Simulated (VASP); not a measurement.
# Co (Pm-3m) in VASP: notebook

Co is run at these levels: PBEsol; tasks: single point.

All numbers are computed with VASP 6.6.1; they aren't measurements. Logs are shortened: lines on timing, memory, paths and dates and some standing lists are left out, and cuts for length are marked.

**1. The cell of the first run**

It takes space group Pm-3m (No. 221, cubic). The conventional cell has a = 2.250 Å, b = 2.250 Å, c = 2.250 Å, α = 90.00°, β = 90.00°, γ = 90.00°. Co (site symmetry m-3m) has 6 Co at 2.25 Å within 3.0 Å.

**2. Single point, PBEsol**

The input, INCAR:

```
PREC = Accurate
ENCUT = 520
EDIFF = 1E-6
ISMEAR = -1
SIGMA = 0.1
LREAL = False
LASPH = True
NELM = 80
ALGO = Normal
ISIF = 2
LWAVE = False
LCHARG = True
GGA = PS
LELF = True
LVHAR = True
NBANDS = 10
```

The input, KPOINTS:

```
regular mesh
0
Gamma
  14 14 14
```

The input, POSCAR:

```
Co
1.0
    2.2498441333      0.0000000000      0.0000000000
    0.0000000000      2.2498441333      0.0000000000
    0.0000000000      0.0000000000      2.2498441333
Co
1
Direct
    0.0000000000      0.0000000000      0.0000000000
```

Potentials or basis: VASP PAW PBE potentials, release 64 (Co).

Launch:

```console
> cat potpaw_PBE.64/Co/POTCAR > POTCAR
> mpirun -np 1 vasp_std > vasp.out
```

OUTCAR:

```text
PREC = Accurate
   ENCUT = 520
   EDIFF = 1E-6
   ISMEAR = -1
   LREAL = False
   LASPH = True
   NELM = 80
   ISIF = 2
   GGA = PS

 ion  position               nearest neighbor table
   1  0.000  0.000  0.000-

  LATTYP: Found a simple cubic cell.
 ALAT       =     2.2498441333

  Lattice vectors:

 A1 = (   2.2498441333,   0.0000000000,   0.0000000000)
 A2 = (   0.0000000000,   2.2498441333,   0.0000000000)
 A3 = (   0.0000000000,   0.0000000000,   2.2498441333)

Analysis of symmetry for initial positions (statically):
=====================================================================
 Subroutine PRICEL returns:
 Original cell was already a primitive cell.

 Routine SETGRP: Setting up the symmetry group for a
 simple cubic supercell.

 Subroutine GETGRP returns: Found 48 space group operations
 (whereof 48 operations were pure point group operations)
 out of a pool of 48 trial point group operations.

The static configuration has the point symmetry O_h .

Analysis of symmetry for dynamics (positions and initial velocities):
=====================================================================
 Subroutine PRICEL returns:
 Original cell was already a primitive cell.

 Routine SETGRP: Setting up the symmetry group for a
 simple cubic supercell.

 Subroutine GETGRP returns: Found 48 space group operations
 (whereof 48 operations were pure point group operations)
 out of a pool of 48 trial point group operations.

The dynamic configuration has the point symmetry O_h .

 Subroutine INISYM returns: Found 48 space group operations
 (whereof 48 operations are pure point group operations),
 and found     1 'primitive' translations

----------------------------------------------------------------------------------------

                                     Primitive cell

  volume of cell :      11.3883

  direct lattice vectors                    reciprocal lattice vectors
     2.249844133  0.000000000  0.000000000     0.444475235  0.000000000  0.000000000
     0.000000000  2.249844133  0.000000000     0.000000000  0.444475235  0.000000000
     0.000000000  0.000000000  2.249844133     0.000000000  0.000000000  0.444475235

  length of vectors
     2.249844133  2.249844133  2.249844133     0.444475235  0.444475235  0.444475235

[... 74 lines left out ...]
   LSORBIT =      F    spin-orbit coupling
   LASPH  =      T    aspherical Exc in radial PAW
   ENCUT  =  520.0 eV  38.22 Ry    6.18 a.u.   4.18  4.18  4.18*2*pi/ulx,y,z
   NELM   =     80;   NELMIN=  2; NELMDL= -5     # of ELM steps
   EDIFF  = 0.1E-05   stopping-criterion for ELM
   LREAL  =      F    real-space projection
   EDIFFG = 0.1E-04   stopping-criterion for IOM
   NSW    =      0    number of steps for IOM
   IBRION =     -1    ionic relax: 0-MD 1-quasi-New 2-CG
   NFREE  =      0    steps in history (QN), initial steepest desc. (CG)
   ISIF   =      2    stress and relaxation
   ISYM   =      2    0-nonsym 1-usesym 2-fastsym
   POTIM  = 0.5000    time-step for ionic-motion
   TEBEG  =    0.0;   TEEND  =   0.0 temperature during run
   PSTRESS=    0.0 pullay stress
   NELECT =       9.0000    total number of electrons
   NUPDOWN=      -1.0000    fix difference up-down
   EMIN   =  10.00;   EMAX   =-10.00  energy-range for DOS
   EFERMI =   0.00;   METHOD = LEGACY
   ISMEAR =    -1;   SIGMA  =   0.10  broadening in eV -4-tet -1-fermi 0-gaus
   EFERMI_NEDOS =   21; number of points for ismear=-14 and -15
   IALGO  =     38    algorithm
   IMIX   =      4    mixing-type and parameters
     AMIX     =   0.40;   BMIX     =  1.00
     AMIX_MAG =   1.60;   BMIX_MAG =  1.00
  volume/ion in A,a.u.               =      11.39        76.85
  Fermi-wavevector in a.u.,A,eV,Ry     =   1.513573  2.860237 31.169611  2.290902
  Thomas-Fermi vector in A             =   2.623346
   LORBIT       =      0    0 simple, 1 ext, 2 COOP (PROOUT), +10 PAW based schemes
   GGA     = PS    functional components
   LHFCALC =     F    Hartree Fock is set to
   AEXX    =    0.0000 exact exchange contribution
   IVDW    =     0    specifies the selected vdW correction
   LEPSILON=     F    determine dielectric tensor
   LRPA    =     F    only Hartree local field effects (RPA)
 non-spin polarized calculation
  energy-cutoff  :      520.00
  volume of cell :       11.39
 maximum number of plane-waves:       320
 NGX is ok and might be reduce to    18
   NGX =  9   NGY =  9   NGZ =  9

 number of electron       8.9999989 magnetization

 Free energy of the ion-electron system (eV)
  ---------------------------------------------------
  ext. energy  EPLUGINS =         0.00000000
  ---------------------------------------------------
  free energy    TOTEN  =        -6.73158345 eV

  energy without entropy =       -6.64413292  energy(sigma->0) =       -6.68785818

 E-fermi :   9.4192     XC(G=0): -13.2041

 val. band max:        9.4104180948   @ k =   0.3571   0.2143   0.0714
 cond. band min:       9.4299811154   @ k =   0.2857   0.2143   0.0714
 fundamental gap:      0.0195630206
 Fermi energy:         9.4192096484

 k-point     1 :       0.0000    0.0000    0.0000
  band No.  band energies     occupation
      1       0.8760      2.00000
      2       5.5828      2.00000
      3       5.5828      2.00000
      4       9.9393      0.01096
      5       9.9393      0.01096
      6       9.9393      0.01096
      7      30.1960      0.00000
      8      30.1960      0.00000
      9      30.1960      0.00000
     10      34.4024      0.00000
[... 287 lines left out ...]
 k-point    24 :       0.3571    0.2143    0.0000
  band No.  band energies     occupation
      1       5.0372      2.00000
      2       6.3632      2.00000
      3       7.4397      2.00000
      4       8.8657      1.99214
      5       9.4982      0.62445
      6       9.5200      0.53492
      7      17.8530      0.00000
      8      26.1703      0.00000
      9      33.9603      0.00000
     10      36.8351      0.00000

 [... further k-points ...]
[... 5 lines left out ...]
  --------------------------------------------------------------------------------------
  -------------------------------------------------------------------------------------
  Total       -0.0684119     -0.0684119     -0.0684119     -0.0000000      0.0000000     -0.0000000
  in kB       -9.6246462     -9.6246462     -9.6246462     -0.0000000      0.0000000     -0.0000000
  external PRESSURE =      -9.6246462 kB  Pullay stress =       0.0000000 kB

 VOLUME and BASIS-vectors are now :
 -----------------------------------------------------------------------------
  energy-cutoff  :      520.00
  volume of cell :       11.39
      direct lattice vectors                 reciprocal lattice vectors
     2.249844133  0.000000000  0.000000000     0.444475235  0.000000000  0.000000000
     0.000000000  2.249844133  0.000000000     0.000000000  0.444475235  0.000000000
     0.000000000  0.000000000  2.249844133     0.000000000  0.000000000  0.444475235

 POSITION                                       TOTAL-FORCE (eV/Angst)
 -----------------------------------------------------------------------------------
      0.00000      0.00000      0.00000         0.000000      0.000000      0.000000
 -----------------------------------------------------------------------------------
    total drift:                                0.000000      0.000000     -0.000000

  FREE ENERGIE OF THE ION-ELECTRON SYSTEM (eV)
  ---------------------------------------------------
  free  energy   TOTEN  =        -6.7315834477 eV

  energy  without entropy=       -6.6441329211  energy(sigma->0) =       -6.68785818
```

stdout:

```text
POSCAR found type information on POSCAR Co
 POSCAR found :  1 types and       1 ions
 scaLAPACK will be used
 -----------------------------------------------------------------------------
|                                                                             |
|                                                                             |
|     You enforced a specific xc type in the INCAR file but a different       |
|     I HOPE YOU KNOW WHAT YOU ARE DOING!                                     |
|                                                                             |
 -----------------------------------------------------------------------------

 LDA part: xc-table for (Slater+PW92), standard interpolation
 POSCAR, INCAR and KPOINTS ok, starting setup
 FFT: planning ... GRIDC
 FFT: planning ... GRID_SOFT
 FFT: planning ... GRID
 WAVECAR not read
 entering main loop
```

Wall time 28 s (1 thread of AMD EPYC 7R13, shared host); peak memory 0.1 GiB.

Results:

- Free energy: -6.7316 eV
- Pressure: -1.0 GPa

Caveat: the PAW data sets were made with another functional, which shifts forces and pressure a little; the run has no spin polarisation, though such a crystal can be magnetic.

(Continued in part 2 of 2.)
